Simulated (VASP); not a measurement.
A run of VASP 6.6.1:

File INCAR:

```
PREC = Accurate ; ENCUT = 520
EDIFF = 1E-7 ; ISMEAR = 0
SIGMA = 0.05 ; LREAL = F
LASPH = T ; NELM = 60
ALGO = Normal ; ISIF = 2
LWAVE = F ; LCHARG = F
GGA = CA ; NBANDS = 36
```

The input KPOINTS:

```
Automatic mesh
0
Gamma
  8 8 14
  0.5 0.5 0.5
```

The input POSCAR:

```
Sn
1.0
    5.9500000000      0.0000000000      0.0000000000
    0.0000000000      5.9500000000      0.0000000000
    0.0000000000      0.0000000000      3.0722610048
Sn
4
Direct
    0.0000000000      0.0000000000      0.0000000000
    0.5000000000      0.5000000000      0.5000000000
    0.5000000000      0.0000000000      0.2500000000
    0.0000000000      0.5000000000      0.7500000000
```

Potentials or basis: VASP PAW LDA potentials, release 64 (Sn_d).

Run with:

```sh
$ cat potpaw_LDA.64/Sn_d/POTCAR > POTCAR
$ mpirun -np 1 vasp_std > vasp.out
```

Hardware: 1 thread of Intel(R) Xeon(R) Platinum 8259CL CPU @ 2.50GHz (Skylake/Cascade Lake), on a shared host.

Task: Estimate the wall time of this run.

Result: Wall time 3.6 min on 1 thread of Intel(R) Xeon(R) Platinum 8259CL CPU @ 2.50GHz (Skylake/Cascade Lake), on a shared host, peak memory 0.31 GiB. Counts: scf iterations 11, k points 70.
